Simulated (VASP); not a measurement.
GaSb:

```
CELL_PARAMETERS angstrom
0.00000 3.03847 3.03847
3.03847 0.00000 3.03847
3.03847 3.03847 0.00000
ATOMIC_POSITIONS crystal
Sb 0.75000 0.75000 0.75000
Ga 0.00000 0.00000 0.00000
```

Program: VASP 6.6.1. Alike in all runs: task single point; potentials or basis VASP PAW PBE potentials, release 64 (Sb, Ga_d); no spin polarisation; cell as given; cutoff (eV) 520; smearing fermi-dirac 0.05 eV. Hardware: 1 thread of AMD EPYC 7R43 64-Core Processor (Zen 3) (shared host).

Order these runs on this cell by their wall time, lowest first.
A. level PBEsol; k mesh 8 × 8 × 8
B. level r2SCAN+rVV10; k mesh 8 × 8 × 8
C. level BHLYP; k mesh 4 × 4 × 4; grid for exact exchange (PRECFOCK) Normal

A (39 s), B (150 s), C (1000 s).

Caveats: some runs use coarse meshes.
